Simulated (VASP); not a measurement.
Input of a VASP 6.6.1 run:

File INCAR:

```
PREC = Accurate ; ENCUT = 520
EDIFF = 1E-6 ; ISMEAR = 0
SIGMA = 0.15 ; LREAL = False
LASPH = True ; NELM = 60
ALGO = Fast ; ISIF = 2
LWAVE = False ; LCHARG = False
GGA = PE ; NBANDS = 25
```

The input KPOINTS:

```
regular mesh
0
Gamma
  12 12 14
```

The input POSCAR:

```
Ti
1.0
    4.7165000000      0.0000000000      0.0000000000
   -2.3582500000      4.0846088169      0.0000000000
    0.0000000000      0.0000000000      2.8317615649
Ti
3
Direct
    0.0000000000      0.0000000000      0.0000000000
    0.3333333333      0.6666666667      0.5000000000
    0.6666666667      0.3333333333      0.5000000000
```

Potentials or basis: VASP PAW PBE potentials, release 64 (Ti_sv).

Launch:

```bash
$ cat potpaw_PBE.64/Ti_sv/POTCAR > POTCAR
$ mpirun -np 1 vasp_std > vasp.out
```

(1) Predict the pressure.

(2) Predict the band gap on the k mesh.

## Answers

(1) -6.0 GPa.

(2) zero (bands 18 and 19 overlap by 0.28 eV).

Caveat: the cell stands under tension.
